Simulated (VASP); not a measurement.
# Ba2C (Fm-3m) in VASP: notebook

Runs on Ba2C. Level: PBE. Tasks: single point.

Program: VASP 6.6.1. These are calculated values, not measurements. Logs are shortened: lines on timing, memory, paths and dates and some standing lists are left out, and cuts for length are marked.

**1. The cell of the first run**

It takes space group Fm-3m (No. 225, cubic). The conventional cell has a = 6.890 Å, b = 6.890 Å, c = 6.890 Å, α = 90.00°, β = 90.00°, γ = 90.00°. C (site symmetry m-3m) has 8 Ba at 2.98 Å within 3.9 Å. Within 3.9 Å of Ba (site symmetry -43m) lie 4 C at 2.98 Å and 6 Ba at 3.44 Å.

**2. Single point, PBE (volume changed by -6%)**

File INCAR:

```
SYSTEM = Ba2C
PREC = Accurate
ENCUT = 520
EDIFF = 1E-6
ISMEAR = -1
SIGMA = 0.02
LREAL = .False.
LASPH = .True.
NELM = 80
ALGO = Normal
ISIF = 2
LWAVE = .False.
LCHARG = .False.
GGA = PE
NBANDS = 19
```

File KPOINTS:

```
regular mesh
0
Gamma
  6 6 6
  0 0 0
```

File POSCAR:

```
Ba2C
1.0
    0.0000000000      3.4448966458      3.4448966458
    3.4448966458      0.0000000000      3.4448966458
    3.4448966458      3.4448966458      0.0000000000
C Ba
1 2
Direct
    0.0000000000      0.0000000000      0.0000000000
    0.2500000000      0.2500000000      0.2500000000
    0.7500000000      0.7500000000      0.7500000000
```

Potentials or basis: VASP PAW PBE potentials, release 64 (C, Ba_sv).

Command:

```sh
$ cat potpaw_PBE.64/C/POTCAR potpaw_PBE.64/Ba_sv/POTCAR > POTCAR
$ mpirun -np 1 vasp_std > vasp.out
```

OUTCAR:

```text
SYSTEM = Ba2C
   PREC = Accurate
   ENCUT = 520
   EDIFF = 1E-6
   ISMEAR = -1
   LREAL = .False.
   LASPH = .True.
   NELM = 80
   ISIF = 2
   GGA = PE

 ion  position               nearest neighbor table
   1  0.000  0.000  0.000-   3 2.98   3 2.98   3 2.98   2 2.98   3 2.98   2 2.98   2 2.98   2 2.98

   2  0.250  0.250  0.250-   1 2.98   1 2.98   1 2.98   1 2.98   3 3.44   3 3.44   3 3.44   3 3.44
                             3 3.44   3 3.44
   3  0.750  0.750  0.750-   1 2.98   1 2.98   1 2.98   1 2.98   2 3.44   2 3.44   2 3.44   2 3.44
                             2 3.44   2 3.44

  LATTYP: Found a face centered cubic cell.
 ALAT       =     6.8897932916

  Lattice vectors:

 A1 = (   0.0000000000,   3.4448966458,   3.4448966458)
 A2 = (   3.4448966458,   0.0000000000,   3.4448966458)
 A3 = (   3.4448966458,   3.4448966458,   0.0000000000)

Analysis of symmetry for initial positions (statically):
=====================================================================
 Subroutine PRICEL returns:
 Original cell was already a primitive cell.

 Routine SETGRP: Setting up the symmetry group for a
 face centered cubic supercell.

 Subroutine GETGRP returns: Found 48 space group operations
 (whereof 48 operations were pure point group operations)
 out of a pool of 48 trial point group operations.

The static configuration has the point symmetry O_h .

Analysis of symmetry for dynamics (positions and initial velocities):
=====================================================================
 Subroutine PRICEL returns:
 Original cell was already a primitive cell.

 Routine SETGRP: Setting up the symmetry group for a
 face centered cubic supercell.

 Subroutine GETGRP returns: Found 48 space group operations
 (whereof 48 operations were pure point group operations)
 out of a pool of 48 trial point group operations.

The dynamic configuration has the point symmetry O_h .

 Subroutine INISYM returns: Found 48 space group operations
 (whereof 48 operations are pure point group operations),
 and found     1 'primitive' translations

----------------------------------------------------------------------------------------

                                     Primitive cell

  volume of cell :      81.7633

  direct lattice vectors                    reciprocal lattice vectors
[... 70 lines left out ...]
 SYSTEM =  Ba2C
   PREC   = accura    normal or accurate (medium, high low for compatibility)
   ISTART =      0    job   : 0-new  1-cont  2-samecut
   ICHARG =      2    charge: 1-file 2-atom 10-const
   ISPIN  =      1    spin polarized calculation?
   LNONCOLLINEAR =      F non collinear calculations
   LSORBIT =      F    spin-orbit coupling
   LASPH  =      T    aspherical Exc in radial PAW
   ENCUT  =  520.0 eV  38.22 Ry    6.18 a.u.   9.06  9.06  9.06*2*pi/ulx,y,z
   NELM   =     80;   NELMIN=  2; NELMDL= -5     # of ELM steps
   EDIFF  = 0.1E-05   stopping-criterion for ELM
   LREAL  =      F    real-space projection
   EDIFFG = 0.1E-04   stopping-criterion for IOM
   NSW    =      0    number of steps for IOM
   IBRION =     -1    ionic relax: 0-MD 1-quasi-New 2-CG
   NFREE  =      0    steps in history (QN), initial steepest desc. (CG)
   ISIF   =      2    stress and relaxation
   ISYM   =      2    0-nonsym 1-usesym 2-fastsym
   POTIM  = 0.5000    time-step for ionic-motion
   TEBEG  =    0.0;   TEEND  =   0.0 temperature during run
   PSTRESS=    0.0 pullay stress
   NELECT =      24.0000    total number of electrons
   NUPDOWN=      -1.0000    fix difference up-down
   EMIN   =  10.00;   EMAX   =-10.00  energy-range for DOS
   EFERMI =   0.00;   METHOD = LEGACY
   ISMEAR =    -1;   SIGMA  =   0.02  broadening in eV -4-tet -1-fermi 0-gaus
   EFERMI_NEDOS =   21; number of points for ismear=-14 and -15
   IALGO  =     38    algorithm
   IMIX   =      4    mixing-type and parameters
     AMIX     =   0.40;   BMIX     =  1.00
     AMIX_MAG =   1.60;   BMIX_MAG =  1.00
  volume/ion in A,a.u.               =      27.25       183.92
  Fermi-wavevector in a.u.,A,eV,Ry     =   1.087992  2.056007 16.105579  1.183727
  Thomas-Fermi vector in A             =   2.224164
   LORBIT       =      0    0 simple, 1 ext, 2 COOP (PROOUT), +10 PAW based schemes
   GGA     = PE    functional components
[... 5 lines left out ...]
 non-spin polarized calculation
  energy-cutoff  :      520.00
  volume of cell :       81.76
 maximum number of plane-waves:      2229
   NGX = 19   NGY = 19   NGZ = 19

 number of electron      23.9999998 magnetization

 Free energy of the ion-electron system (eV)
  ---------------------------------------------------
  ext. energy  EPLUGINS =         0.00000000
  ---------------------------------------------------
  free energy    TOTEN  =       -10.71092657 eV

  energy without entropy =      -10.70961389  energy(sigma->0) =      -10.71027023

 E-fermi :   3.5783     XC(G=0):  -9.4835

 val. band max:        3.4389481263   @ k =   0.5000   0.3333   0.0000
 cond. band min:       3.6003158773   @ k =  -0.3333   0.3333   0.0000
 fundamental gap:      0.1613677511
 Fermi energy:         3.5783334584

 k-point     1 :       0.0000    0.0000    0.0000
  band No.  band energies     occupation
      1     -24.6803      2.00000
      2     -23.9148      2.00000
      3     -10.2287      2.00000
      4     -10.2287      2.00000
      5     -10.2287      2.00000
      6      -8.8585      2.00000
[... 329 lines left out ...]
      6      -9.1851      2.00000
[... 11 lines left out ...]
     18       8.0337      0.00000
     19       8.8866      0.00000

------------------------ aborting loop because EDIFF is reached ----------------------------------------

  FORCE on cell =-STRESS in cart. coord.  units (eV):
  Direction    XX          YY          ZZ          XY          YZ          ZX
  --------------------------------------------------------------------------------------
  -------------------------------------------------------------------------------------
  Total        2.0562528      2.0562528      2.0562528     -0.0000000      0.0000000     -0.0000000
  in kB       40.2928971     40.2928971     40.2928971     -0.0000000      0.0000000     -0.0000000
  external PRESSURE =      40.2928971 kB  Pullay stress =       0.0000000 kB

 VOLUME and BASIS-vectors are now :
 -----------------------------------------------------------------------------
  energy-cutoff  :      520.00
  volume of cell :       81.76
      direct lattice vectors                 reciprocal lattice vectors
     0.000000000  3.444896646  3.444896646    -0.145142235  0.145142235  0.145142235
     3.444896646  0.000000000  3.444896646     0.145142235 -0.145142235  0.145142235
     3.444896646  3.444896646  0.000000000     0.145142235  0.145142235 -0.145142235

 POSITION                                       TOTAL-FORCE (eV/Angst)
 -----------------------------------------------------------------------------------
      0.00000      0.00000      0.00000        -0.000000     -0.000000     -0.000000
      1.72245      1.72245      1.72245        -0.000000     -0.000000      0.000000
      5.16734      5.16734      5.16734         0.000000      0.000000      0.000000
 -----------------------------------------------------------------------------------
    total drift:                                0.000000      0.000000      0.000000

  FREE ENERGIE OF THE ION-ELECTRON SYSTEM (eV)
  ---------------------------------------------------
  free  energy   TOTEN  =       -10.7109265651 eV

  energy  without entropy=      -10.7096138922  energy(sigma->0) =      -10.71027023
```

OSZICAR:

```text
N       E                     dE             d eps       ncg     rms          rms(c)
DAV:   1     0.141112218811E+03    0.14111E+03   -0.11201E+04   608   0.113E+03
DAV:   2    -0.626591265693E+01   -0.14738E+03   -0.14284E+03   823   0.209E+02
DAV:   3    -0.141700318202E+02   -0.79041E+01   -0.78614E+01   812   0.495E+01
DAV:   4    -0.143771016783E+02   -0.20707E+00   -0.20690E+00   886   0.614E+00
DAV:   5    -0.143783797082E+02   -0.12780E-02   -0.12779E-02   809   0.508E-01    0.104E+01
DAV:   6    -0.116597540203E+02    0.27186E+01   -0.45491E+01   704   0.178E+01    0.890E+00
DAV:   7    -0.107764299120E+02    0.88332E+00   -0.61019E+00   709   0.659E+00    0.291E+00
DAV:   8    -0.107149138288E+02    0.61516E-01   -0.33112E-01   659   0.276E+00    0.114E+00
DAV:   9    -0.107103798708E+02    0.45340E-02   -0.31345E-02   857   0.935E-01    0.246E-01
DAV:  10    -0.107109864760E+02   -0.60661E-03   -0.32720E-03   757   0.231E-01    0.612E-02
DAV:  11    -0.107109285058E+02    0.57970E-04   -0.58727E-04   796   0.805E-02    0.948E-03
DAV:  12    -0.107109269565E+02    0.15493E-05   -0.17789E-05   712   0.207E-02    0.529E-03
DAV:  13    -0.107109265651E+02    0.39140E-06   -0.23175E-06   639   0.977E-03
   1 F= -.10710927E+02 E0= -.10710270E+02  d E =-.131267E-02
```

stdout:

```text
POSCAR found type information on POSCAR C Ba
 POSCAR found :  2 types and       3 ions
 scaLAPACK will be used
 LDA part: xc-table for (Slater+PW92), standard interpolation
 POSCAR, INCAR and KPOINTS ok, starting setup
 FFT: planning ... GRIDC
 FFT: planning ... GRID_SOFT
 FFT: planning ... GRID
 WAVECAR not read
 entering main loop
```

It took 20 s on 1 thread of Intel Xeon Platinum 8375C at 2.90GHz (Ice Lake), shared host; peak memory 0.2 GiB.

What came out:

```yaml
Free_energy: -10.7109 eV
Pressure: 4.0 GPa
Band_gap_on_the_k_mesh: zero (band 12 reaches 3.69 eV, above the bottom of band 13 at 3.60 eV)
```

Caveat: spin-orbit coupling is left out, which moves the levels of the heavy elements.

**3. Single point, PBE (volume changed by -3%)**

File INCAR:

```
PREC = Accurate
ENCUT = 520
EDIFF = 1E-6
ISMEAR = -1
SIGMA = 0.02
LREAL = F
LASPH = T
NELM = 60
ALGO = Normal
ISIF = 2
LWAVE = F
LCHARG = T
GGA = PE
LELF = T
LVHAR = T
NBANDS = 19
```

File KPOINTS:

```
Automatic mesh
0
Gamma
  6 6 6
```

File POSCAR:

```
Ba2C
1.0
    0.0000000000      3.4811613807      3.4811613807
    3.4811613807      0.0000000000      3.4811613807
    3.4811613807      3.4811613807      0.0000000000
C Ba
1 2
Direct
    0.0000000000      0.0000000000      0.0000000000
    0.2500000000      0.2500000000      0.2500000000
    0.7500000000      0.7500000000      0.7500000000
```

Potentials or basis: VASP PAW PBE potentials, release 64 (C, Ba_sv).

Command:

```sh
$ cat potpaw_PBE.64/C/POTCAR potpaw_PBE.64/Ba_sv/POTCAR > POTCAR
$ mpirun -np 1 vasp_std > vasp.out
```

Wall time 30 s (1 thread of Intel Xeon Platinum 8375C at 2.90GHz (Ice Lake), shared host); peak memory 0.23 GiB.

The run converged. Its results:

```
Free energy            : -10.7641 eV
Pressure               : 2.5 GPa
Band gap on the k mesh : zero (band 12 reaches 3.52 eV, above the bottom of band 13 at 3.42 eV)
```

Levels at points of the mesh, in eV from the Fermi level:
```tsv
k point	band 9	band 10	band 11	band 12	band 13	band 14	band 15	band 16
(0.00, 0.00, 0.00)	-8.10	-1.95	-1.95	-1.95	0.22	0.26	0.26	4.62
(0.50, 0.00, 0.00)	-7.50	-0.72	-0.72	-0.64	1.30	2.34	2.34	4.05
(0.50, 0.50, 0.00)	-7.62	-1.60	-0.17	0.12	0.12	1.20	1.81	4.45
```

Caveat: spin-orbit coupling is left out, which moves the levels of the heavy elements.

[end of part 1 of 2]
